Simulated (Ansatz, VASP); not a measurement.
AlAs in VASP and in Ansatz

```
CELL_PARAMETERS angstrom
0.00000 2.83235 2.83235
2.83235 0.00000 2.83235
2.83235 2.83235 0.00000
ATOMIC_POSITIONS crystal
Al 0.00000 0.00000 0.00000
As 0.75000 0.75000 0.75000
```

Alike in both runs: functional PBE; dispersion D3(BJ); k mesh 8 × 8 × 8; occupations gaussian, width 0.02 eV; no spin polarisation.

Ansatz relaxed the structure, and its values are those at the end. VASP's run is a single point on that final structure, the one shown.

|  | VASP | Ansatz |
| --- | --- | --- |
| version | VASP 6.6.1 | Ansatz 0.2.0 |
| potentials or method | VASP PAW PBE potentials, release 64 (Al, As), cutoff 500 eV | scalar-relativistic, plane waves, PAW |
| valence electrons in the cell | 8 | 18 |

|  | VASP | Ansatz | Ansatz less VASP |
| --- | --- | --- | --- |
| gap on the k mesh at the Fermi level (eV) | 1.44 | 1.45 | +0.010 |
| least direct gap on the mesh (eV) | 2.04 | 2.04 | -0.007 |
| pressure (GPa) | 0.2 | 0.0 | -0.18 |

VASP's potentials hold 8 valence electrons a cell and Ansatz's 18, so a difference there can come from the potentials and not from the codes.
